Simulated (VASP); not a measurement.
# AlCo (rocksalt type) (Fm-3m) in VASP: a series of runs

The runs below take AlCo (rocksalt type) through relaxation of cell and atoms, with PBE.

Program: VASP 6.6.1. These are calculated values, not measurements. Logs are shortened: lines on timing, memory, paths and dates and some standing lists are left out, and cuts for length are marked.

### Step 1. The cell of the first run

It takes space group Fm-3m (No. 225, cubic). Conventional cell: a = 4.677 Å, b = 4.677 Å, c = 4.677 Å, α = 90.00°, β = 90.00°, γ = 90.00°. Co (site symmetry m-3m) has 6 Al at 2.34 Å within 3.1 Å. Al (site symmetry m-3m) has 6 Co at 2.34 Å within 3.1 Å.

### Step 2. Relaxation of cell and atoms, PBE, target pressure 10 GPa, at which the enthalpy is minimised

Input file INCAR:

```
ALGO = Normal ; EDIFF = 1E-7
EDIFFG = -0.005 ; ENCUT = 600
GGA = PE ; IBRION = 2
ISIF = 3 ; ISMEAR = -1
LASPH = True ; LCHARG = False
LREAL = False ; LWAVE = False
NELM = 80 ; NSW = 60
PREC = Accurate ; PSTRESS = 100.0
SIGMA = 0.1
```

Input file KPOINTS:

```
k-points
0
Gamma
  14 14 14
```

Input file POSCAR:

```
AlCo
1.0
    0.0000000000      2.3387182421      2.3387182421
    2.3387182421      0.0000000000      2.3387182421
    2.3387182421      2.3387182421      0.0000000000
Co Al
1 1
Direct
    0.0000000000      0.0000000000      0.0000000000
    0.5000000000      0.5000000000      0.5000000000
```

Potentials or basis: VASP PAW PBE potentials, release 64 (Co, Al).

Launch:

```
$ cat potpaw_PBE.64/Co/POTCAR potpaw_PBE.64/Al/POTCAR > POTCAR
$ mpirun -np 1 vasp_std > vasp.out
```

OUTCAR:

```text
EDIFF = 1E-7
   EDIFFG = -0.005
   ENCUT = 600
   GGA = PE
   IBRION = 2
   ISIF = 3
   ISMEAR = -1
   LASPH = True
   LREAL = False
   NELM = 80
   NSW = 60
   PREC = Accurate
   PSTRESS = 100.0

 ion  position               nearest neighbor table
   1  0.000  0.000  0.000-   2 2.34   2 2.34   2 2.34   2 2.34   2 2.34   2 2.34
   2  0.500  0.500  0.500-   1 2.34   1 2.34   1 2.34   1 2.34   1 2.34   1 2.34

  LATTYP: Found a face centered cubic cell.
 ALAT       =     4.6774364842

  Lattice vectors:

 A1 = (   0.0000000000,   2.3387182421,   2.3387182421)
 A2 = (   2.3387182421,   0.0000000000,   2.3387182421)
 A3 = (   2.3387182421,   2.3387182421,   0.0000000000)

Analysis of symmetry for initial positions (statically):
=====================================================================
 Subroutine PRICEL returns:
 Original cell was already a primitive cell.

 Routine SETGRP: Setting up the symmetry group for a
 face centered cubic supercell.

 Subroutine GETGRP returns: Found 48 space group operations
 (whereof 48 operations were pure point group operations)
 out of a pool of 48 trial point group operations.

The static configuration has the point symmetry O_h .

Analysis of symmetry for dynamics (positions and initial velocities):
=====================================================================
 Subroutine PRICEL returns:
 Original cell was already a primitive cell.

 Routine SETGRP: Setting up the symmetry group for a
 face centered cubic supercell.

 Subroutine GETGRP returns: Found 48 space group operations
 (whereof 48 operations were pure point group operations)
 out of a pool of 48 trial point group operations.

The dynamic configuration has the point symmetry O_h .

 Subroutine INISYM returns: Found 48 space group operations
 (whereof 48 operations are pure point group operations),
 and found     1 'primitive' translations

----------------------------------------------------------------------------------------

                                     Primitive cell

  volume of cell :      25.5837

  direct lattice vectors                    reciprocal lattice vectors
     0.000000000  2.338718242  2.338718242    -0.213792321  0.213792321  0.213792321
     2.338718242  0.000000000  2.338718242     0.213792321 -0.213792321  0.213792321
     2.338718242  2.338718242  0.000000000     0.213792321  0.213792321 -0.213792321

  length of vectors
     3.307447057  3.307447057  3.307447057     0.370299161  0.370299161  0.370299161

  position of ions in fractional coordinates (direct lattice)
     0.000000000  0.000000000  0.000000000
     0.500000000  0.500000000  0.500000000

  ion indices of the primitive-cell ions
   primitive index   ion index
                 1           1
                 2           2

----------------------------------------------------------------------------------------

 KPOINTS: k-points

Automatic generation of k-mesh.
 Grid dimensions read from file:
 generate k-points for:   14   14   14

 Generating k-lattice:

  Cartesian coordinates                     Fractional coordinates (reciprocal lattice)
    -0.015270880  0.015270880  0.015270880     0.071428571  0.000000000  0.000000000
     0.015270880 -0.015270880  0.015270880     0.000000000  0.071428571  0.000000000
     0.015270880  0.015270880 -0.015270880     0.000000000  0.000000000  0.071428571

  Length of vectors
     0.026449940  0.026449940  0.026449940

  Shift w.r.t. Gamma in fractional coordinates (k-lattice)
     0.000000000  0.000000000  0.000000000

 Subroutine IBZKPT returns following result:
 ===========================================

 Found    104 irreducible k-points:

 Following reciprocal coordinates:
            Coordinates               Weight
  0.000000  0.000000  0.000000      1.000000
  0.071429  0.000000  0.000000      8.000000
  0.142857  0.000000  0.000000      8.000000
  0.214286  0.000000  0.000000      8.000000
  0.285714  0.000000  0.000000      8.000000
  0.357143  0.000000  0.000000      8.000000
[... 16 lines left out ...]
  0.214286  0.142857  0.000000     24.000000
  0.285714  0.142857  0.000000     24.000000
 [... further k-points ...]
   k-points           NKPTS =    104   k-points in BZ     NKDIM =    104   number of bands    NBANDS=     10
   number of dos      NEDOS =    301   number of ions     NIONS =      2
   total plane-waves  NPLWV =  21952
   dimension x,y,z NGX =    28 NGY =   28 NGZ =   28
   dimension x,y,z NGXF=    56 NGYF=   56 NGZF=   56
   ions per type =               1   1
   NGX,Y,Z   is equivalent  to a cutoff of  14.07, 14.07, 14.07 a.u.
   NGXF,Y,Z  is equivalent  to a cutoff of  28.15, 28.15, 28.15 a.u.
 SYSTEM =  unknown system
   PREC   = accura    normal or accurate (medium, high low for compatibility)
   ISTART =      0    job   : 0-new  1-cont  2-samecut
   ICHARG =      2    charge: 1-file 2-atom 10-const
   ISPIN  =      1    spin polarized calculation?
   LNONCOLLINEAR =      F non collinear calculations
   LSORBIT =      F    spin-orbit coupling
   LASPH  =      T    aspherical Exc in radial PAW
   ENCUT  =  600.0 eV  44.10 Ry    6.64 a.u.   6.61  6.61  6.61*2*pi/ulx,y,z
   NELM   =     80;   NELMIN=  2; NELMDL= -5     # of ELM steps
   EDIFF  = 0.1E-06   stopping-criterion for ELM
   LREAL  =      F    real-space projection
   EDIFFG = -.5E-02   stopping-criterion for IOM
   NSW    =     60    number of steps for IOM
   IBRION =      2    ionic relax: 0-MD 1-quasi-New 2-CG
   NFREE  =      1    steps in history (QN), initial steepest desc. (CG)
   ISIF   =      3    stress and relaxation
   ISYM   =      2    0-nonsym 1-usesym 2-fastsym
   POTIM  = 0.5000    time-step for ionic-motion
   TEBEG  =    0.0;   TEEND  =   0.0 temperature during run
   PSTRESS=  100.0 pullay stress
   NELECT =      12.0000    total number of electrons
   NUPDOWN=      -1.0000    fix difference up-down
   EMIN   =  10.00;   EMAX   =-10.00  energy-range for DOS
   EFERMI =   0.00;   METHOD = LEGACY
   ISMEAR =    -1;   SIGMA  =   0.10  broadening in eV -4-tet -1-fermi 0-gaus
   EFERMI_NEDOS =   21; number of points for ismear=-14 and -15
   IALGO  =     38    algorithm
   IMIX   =      4    mixing-type and parameters
     AMIX     =   0.40;   BMIX     =  1.00
     AMIX_MAG =   1.60;   BMIX_MAG =  1.00
  volume/ion in A,a.u.               =      12.79        86.32
  Fermi-wavevector in a.u.,A,eV,Ry     =   1.271981  2.403696 22.013357  1.617936
  Thomas-Fermi vector in A             =   2.404885
   LORBIT       =      0    0 simple, 1 ext, 2 COOP (PROOUT), +10 PAW based schemes
   GGA     = PE    functional components
   LHFCALC =     F    Hartree Fock is set to
   AEXX    =    0.0000 exact exchange contribution
   IVDW    =     0    specifies the selected vdW correction
   LEPSILON=     F    determine dielectric tensor
   LRPA    =     F    only Hartree local field effects (RPA)
 conjugate gradient relaxation of ions
 non-spin polarized calculation
  energy-cutoff  :      600.00
  volume of cell :       25.58
 maximum number of plane-waves:       881
   NGX = 13   NGY = 13   NGZ = 13

 number of electron      11.9999998 magnetization

 Free energy of the ion-electron system (eV)
  ---------------------------------------------------
  ext. energy  EPLUGINS =         0.00000000
  ---------------------------------------------------
  free energy    TOTEN  =       -10.30200500 eV

  energy without entropy =      -10.25138961  energy(sigma->0) =      -10.27669730

 E-fermi :   9.1735     XC(G=0): -11.7025

 val. band max:        9.1498731253   @ k =  -0.3571   0.4286   0.1429
 cond. band min:       9.1772455731   @ k =  -0.3571   0.2857   0.1429
 fundamental gap:      0.0273724478
 Fermi energy:         9.1735246028

 k-point     1 :       0.0000    0.0000    0.0000
  band No.  band energies     occupation
      1      -1.0428      2.00000
      2       7.5702      2.00000
      3       7.5702      2.00000
      4       7.5702      2.00000
      5       7.7471      2.00000
      6       7.7471      2.00000
      7      16.9452      0.00000
      8      16.9452      0.00000
      9      16.9452      0.00000
     10      20.7387      0.00000

 k-point     2 :       0.0714    0.0000    0.0000
  band No.  band energies     occupation
      1      -0.9350      2.00000
      2       7.5161      2.00000
      3       7.5893      2.00000
      4       7.5893      2.00000
      5       7.7336      2.00000
      6       7.7336      2.00000
      7      16.2037      0.00000
      8      16.9152      0.00000
      9      16.9152      0.00000
     10      20.0010      0.00000

 k-point     3 :       0.1429    0.0000    0.0000
  band No.  band energies     occupation
      1      -0.6135      2.00000
      2       7.3521      2.00000
      3       7.5570      2.00000
      4       7.5570      2.00000
      5       7.7866      2.00000
      6       7.7866      2.00000
      7      14.6091      0.00000
      8      16.8439      0.00000
      9      16.8439      0.00000
     10      19.6132      0.00000

 k-point     4 :       0.2143    0.0000    0.0000
  band No.  band energies     occupation
      1      -0.0843      2.00000
      2       7.0643      2.00000
      3       7.4374      2.00000
      4       7.4374      2.00000
      5       7.9493      1.99999
      6       7.9493      1.99999
      7      12.8856      0.00000
      8      16.7647      0.00000
      9      16.7647      0.00000
     10      19.3249      0.00000
[... 222 lines left out ...]
 k-point    22 :       0.1429    0.1429    0.0000
  band No.  band energies     occupation
      1      -0.4728      2.00000
      2       7.3413      2.00000
      3       7.4546      2.00000
      4       7.6912      2.00000
      5       7.6912      2.00000
      6       7.8268      2.00000
      7      15.4356      0.00000
      8      15.4356      0.00000
      9      16.6955      0.00000
     10      18.4956      0.00000

 k-point    23 :       0.2143    0.1429    0.0000
  band No.  band energies     occupation
      1      -0.0871      2.00000
      2       7.1841      2.00000
      3       7.2908      2.00000
      4       7.6720      2.00000
      5       7.7987      2.00000
      6       7.9467      1.99999
      7      14.1601      0.00000
      8      14.9531      0.00000
      9      16.9677      0.00000
     10      18.4404      0.00000

 k-point    24 :       0.2857    0.1429    0.0000
  band No.  band energies     occupation
      1       0.4999      2.00000
      2       6.8939      2.00000
      3       7.1312      2.00000
      4       7.5637      2.00000
      5       7.9725      1.99999
      6       8.1518      1.99993
      7      12.5078      0.00000
      8      14.6333      0.00000
      9      17.1176      0.00000
     10      17.2737      0.00000

 [... further k-points ...]
[... 5 lines left out ...]
  --------------------------------------------------------------------------------------
  -------------------------------------------------------------------------------------
  Total        1.5949654      1.5949654      1.5949654      0.0000000      0.0000000     -0.0000000
  in kB       99.8845086     99.8845086     99.8845086      0.0000000      0.0000000     -0.0000000
  external PRESSURE =      -0.1154914 kB  Pullay stress =     100.0000000 kB

 VOLUME and BASIS-vectors are now :
 -----------------------------------------------------------------------------
  energy-cutoff  :      600.00
  volume of cell :       25.58
      direct lattice vectors                 reciprocal lattice vectors
     0.000000000  2.338718242  2.338718242    -0.213792321  0.213792321  0.213792321
     2.338718242  0.000000000  2.338718242     0.213792321 -0.213792321  0.213792321
     2.338718242  2.338718242  0.000000000     0.213792321  0.213792321 -0.213792321

 POSITION                                       TOTAL-FORCE (eV/Angst)
 -----------------------------------------------------------------------------------
      0.00000      0.00000      0.00000        -0.000000     -0.000000     -0.000000
      2.33872      2.33872      2.33872         0.000000      0.000000      0.000000
 -----------------------------------------------------------------------------------
    total drift:                               -0.000000     -0.000000      0.000000

  FREE ENERGIE OF THE ION-ELECTRON SYSTEM (eV)
  ---------------------------------------------------
  free  energy   TOTEN  =       -10.3020049954 eV

  energy  without entropy=      -10.2513896050  energy(sigma->0) =      -10.27669730

  enthalpy is  TOTEN    =        -8.7051954399 eV   P V=        1.5968095555

 reached required accuracy - stopping structural energy minimisation
```

It took 21 s on 1 thread of AMD EPYC 9R45 (Zen 5), shared host; peak memory 0.15 GiB.

Results:

```yaml
Free_energy: -10.3020 eV
Pressure_after_relaxing: 10.0 GPa
Band_gap_on_the_k_mesh: zero (band 6 reaches 9.38 eV, above the bottom of band 7 at 9.15 eV)
```

Final structure:
```xyz
2
Lattice="0.0000 2.3387 2.3387 2.3387 0.0000 2.3387 2.3387 2.3387 0.0000" Properties=species:S:1:pos:R:3 pbc="T T T"
Co    0.0000    0.0000    0.0000
Al    2.3387    2.3387    2.3387
```

Caveat: the relaxation stopped at its first step, so nothing moved; the cell is relaxed towards a set pressure, so the enthalpy falls and the energy may rise.

### Step 3. Relaxation of cell and atoms, PBE, target pressure 10 GPa, at which the enthalpy is minimised

Input file INCAR:

```
SYSTEM = AlCo
ALGO = Normal
EDIFF = 1E-6
EDIFFG = -0.005
ENCUT = 600
GGA = PE
IBRION = 2
ISIF = 3
ISMEAR = -1
LASPH = .TRUE.
LCHARG = .FALSE.
LREAL = .FALSE.
LWAVE = .FALSE.
NELM = 80
NSW = 32
PREC = Accurate
PSTRESS = 100.0
SIGMA = 0.1
```

Input file KPOINTS:

```
k-points
0
G
  14 14 14
  0 0 0
```

Input file POSCAR:

```
AlCo
1.0
    0.0000000000      2.3390846384      2.3390846384
    2.3390846384      0.0000000000      2.3390846384
    2.3390846384      2.3390846384      0.0000000000
Co Al
1 1
Direct
    0.0000000000      0.0000000000      0.0000000000
    0.5000000000      0.5000000000      0.5000000000
```

Potentials or basis: VASP PAW PBE potentials, release 64 (Co, Al).

Launch:

```
$ cat potpaw_PBE.64/Co/POTCAR potpaw_PBE.64/Al/POTCAR > POTCAR
$ mpirun -np 1 vasp_std > vasp.out
```

OUTCAR:

```text
SYSTEM = AlCo
   EDIFF = 1E-6
   EDIFFG = -0.005
   ENCUT = 600
   GGA = PE
   IBRION = 2
   ISIF = 3
   ISMEAR = -1
   LASPH = .TRUE.
   LREAL = .FALSE.
   NELM = 80
   NSW = 32
   PREC = Accurate
   PSTRESS = 100.0

 ion  position               nearest neighbor table
   1  0.000  0.000  0.000-   2 2.34   2 2.34   2 2.34   2 2.34   2 2.34   2 2.34
   2  0.500  0.500  0.500-   1 2.34   1 2.34   1 2.34   1 2.34   1 2.34   1 2.34

  LATTYP: Found a face centered cubic cell.
 ALAT       =     4.6781692768

  Lattice vectors:

 A1 = (   0.0000000000,   2.3390846384,   2.3390846384)
 A2 = (   2.3390846384,   0.0000000000,   2.3390846384)
 A3 = (   2.3390846384,   2.3390846384,   0.0000000000)

Analysis of symmetry for initial positions (statically):
=====================================================================
 Subroutine PRICEL returns:
 Original cell was already a primitive cell.

 Routine SETGRP: Setting up the symmetry group for a
 face centered cubic supercell.

 Subroutine GETGRP returns: Found 48 space group operations
 (whereof 48 operations were pure point group operations)
 out of a pool of 48 trial point group operations.

The static configuration has the point symmetry O_h .

[... 168 lines left out ...]
  band No.  band energies     occupation
      1      -1.0456      2.00000
      2       7.5654      2.00000
      3       7.5654      2.00000
      4       7.5654      2.00000
      5       7.7421      2.00000
      6       7.7421      2.00000
      7      16.9358      0.00000
      8      16.9358      0.00000
      9      16.9358      0.00000
     10      20.7300      0.00000
[... 287 lines left out ...]
 k-point    24 :       0.2857    0.1429    0.0000
  band No.  band energies     occupation
      1       0.4966      2.00000
      2       6.8894      2.00000
      3       7.1264      2.00000
      4       7.5588      2.00000
      5       7.9674      1.99999
      6       8.1465      1.99993
      7      12.5001      0.00000
      8      14.6252      0.00000
      9      17.1084      0.00000
     10      17.2650      0.00000

 [... further k-points ...]
[... 5 lines left out ...]
  --------------------------------------------------------------------------------------
  -------------------------------------------------------------------------------------
  Total        1.5907529      1.5907529      1.5907529      0.0000000     -0.0000000      0.0000000
  in kB       99.5738981     99.5738981     99.5738981      0.0000000     -0.0000000      0.0000000
  external PRESSURE =      -0.4261019 kB  Pullay stress =     100.0000000 kB

 VOLUME and BASIS-vectors are now :
 -----------------------------------------------------------------------------
  energy-cutoff  :      600.00
  volume of cell :       25.60
      direct lattice vectors                 reciprocal lattice vectors
     0.000000000  2.339084638  2.339084638    -0.213758832  0.213758832  0.213758832
     2.339084638  0.000000000  2.339084638     0.213758832 -0.213758832  0.213758832
     2.339084638  2.339084638  0.000000000     0.213758832  0.213758832 -0.213758832

 POSITION                                       TOTAL-FORCE (eV/Angst)
 -----------------------------------------------------------------------------------
      0.00000      0.00000      0.00000        -0.000000     -0.000000      0.000000
      2.33908      2.33908      2.33908         0.000000      0.000000      0.000000
 -----------------------------------------------------------------------------------
    total drift:                               -0.000000      0.000000      0.000000

  FREE ENERGIE OF THE ION-ELECTRON SYSTEM (eV)
  ---------------------------------------------------
  free  energy   TOTEN  =       -10.3027572982 eV

  energy  without entropy=      -10.2520893532  energy(sigma->0) =      -10.27742333

  enthalpy is  TOTEN    =        -8.7051971306 eV   P V=        1.5975601676

 reached required accuracy - stopping structural energy minimisation
```

OSZICAR:

```text
N       E                     dE             d eps       ncg     rms          rms(c)
DAV:   1     0.413748910564E+02    0.41375E+02   -0.58619E+03  2080   0.137E+03
DAV:   2    -0.967885730408E+01   -0.51054E+02   -0.48919E+02  2098   0.199E+02
DAV:   3    -0.110782397107E+02   -0.13994E+01   -0.13770E+01  2450   0.434E+01
DAV:   4    -0.111044753530E+02   -0.26236E-01   -0.26219E-01  2522   0.523E+00
DAV:   5    -0.111053507612E+02   -0.87541E-03   -0.87536E-03  2380   0.965E-01    0.926E+00
DAV:   6    -0.129431408315E+02   -0.18378E+01   -0.41047E+01  2276   0.938E+01    0.127E+01
DAV:   7    -0.103046500015E+02    0.26385E+01   -0.17138E+01  2300   0.622E+01    0.108E+00
DAV:   8    -0.103078124732E+02   -0.31625E-02   -0.14478E-01  2238   0.353E+00    0.782E-01
DAV:   9    -0.103028230206E+02    0.49895E-02   -0.19865E-02  2918   0.178E+00    0.116E-01
DAV:  10    -0.103027631435E+02    0.59877E-04   -0.32567E-04  2588   0.212E-01    0.642E-02
DAV:  11    -0.103027576842E+02    0.54592E-05   -0.70570E-05  2896   0.108E-01    0.107E-02
DAV:  12    -0.103027572982E+02    0.38607E-06   -0.53590E-06  2004   0.336E-02
   1 F= -.87051971E+01 E0= -.86798632E+01  d E =-.870520E+01
```

Wall time 20 s (1 thread of AMD EPYC 9R45 (Zen 5), shared host); peak memory 0.15 GiB.

What came out:

```yaml
Free_energy: -10.3028 eV
Pressure_after_relaxing: 10.0 GPa
Band_gap_on_the_k_mesh: zero (band 6 reaches 9.37 eV, above the bottom of band 7 at 9.14 eV)
```

Final structure:
```yaml
crystal:
  lattice:
    - [0.00000, 2.33908, 2.33908]
    - [2.33908, 0.00000, 2.33908]
    - [2.33908, 2.33908, 0.00000]
  atoms:
    - { symbol: Co, position: [0.00000, 0.00000, 0.00000] }
    - { symbol: Al, position: [0.50000, 0.50000, 0.50000] }
```

Caveat: the relaxation stopped at its first step, so nothing moved; the cell is relaxed towards a set pressure, so the enthalpy falls and the energy may rise. Spin polarisation is off, so any magnetic state and its effect on volume and gap are missing.
